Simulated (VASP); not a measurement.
Input of a VASP 6.6.1 run:

Contents of INCAR:

```
PREC = Accurate
ENCUT = 600
EDIFF = 1E-7
ISMEAR = -1
SIGMA = 0.1
LREAL = False
LASPH = True
NELM = 120
ALGO = Normal
ISIF = 3
LWAVE = False
LCHARG = False
GGA = PE
IVDW = 12
IBRION = 2
NSW = 80
EDIFFG = -0.01
GGA_COMPAT = False
NELMIN = 4
```

The input KPOINTS:

```
regular mesh
0
Gamma
  9 9 3
```

File POSCAR:

```
C
1.0
    1.2305000000     -2.1312885187      0.0000000000
    1.2305000000      2.1312885187      0.0000000000
    0.0000000000      0.0000000000      6.7080000000
C
4
Direct
    0.0000000000      0.0000000000      0.2500000000
    0.0000000000      0.0000000000      0.7500000000
    0.3333333333      0.6666666667      0.2500000000
    0.6666666667      0.3333333333      0.7500000000
```

Potentials or basis: VASP PAW PBE potentials, release 64 (C).

Run with:

```sh
$ cat potpaw_PBE.64/C/POTCAR > POTCAR
$ mpirun -np 1 vasp_std > vasp.out
```

Question: What does it give for the relaxed cell?

Answer: a = 2.466 Å, b = 2.466 Å, c = 6.653 Å, α = 90.00°, β = 90.00°, γ = 120.00°.

Question: Estimate the space group after relaxing (to 0.05 Å).

Answer: P6_3/mmc (No. 194).

The path:
```
step  energy change (eV)  largest force (eV/Å)  pressure (GPa)  volume (Å³)
   1              0.0000                0.0000            1.53        35.18
   2              0.0052                0.0000           -4.10        35.61
   3             -0.0010                0.0000           -0.14        35.31
   4             -0.0010                0.0000           -0.11        35.31
   5             -0.0011                0.0000           -0.10        35.28
   6             -0.0013                0.0000           -0.07        35.19
   7             -0.0014                0.0000           -0.01        35.02
```
